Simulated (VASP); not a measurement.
## Ag: single point with PBE

Ag:

```xyz
1
Lattice="0.0000 2.0879 2.0879 2.0879 0.0000 2.0879 2.0879 2.0879 0.0000" Properties=species:S:1:pos:R:3 pbc="T T T"
Ag    0.0000    0.0000    0.0000
```

This cell differs from its parent crystal: volume scaled by 1.02.

| Item | Value |
| --- | --- |
| Program | VASP 6.6.1 |
| Task | single point |
| Functional | PBE |
| Potentials or basis | VASP PAW PBE potentials, release 64 (Ag) |
| Cutoff | 520 eV |
| k mesh | 20 × 20 × 20 |
| Occupations | fermi-dirac, width 0.15 eV |
| Spin | no spin polarisation |

```yaml
Pressure: -1.8 GPa
```

Levels at points of the mesh, in eV from the Fermi level:
```tsv
k point	band 2	band 3	band 4	band 5	band 6	band 7	band 8	band 9	band 10	band 11
(0.00, 0.00, 0.00)	-4.61	-4.61	-4.61	-3.69	-3.69	15.84	19.03	19.03	19.03	23.69
(0.50, 0.00, 0.00)	-4.63	-4.63	-2.98	-2.98	-0.25	3.23	15.07	17.17	17.17	21.91
(0.50, 0.50, 0.00)	-5.94	-3.01	-2.79	-2.79	1.64	6.22	10.31	10.31	16.39	16.39
```

Run time: 26 s on 1 thread of Intel(R) Xeon(R) Platinum 8375C CPU @ 2.90GHz (Ice Lake), on a shared host, peak memory 0.18 GiB.
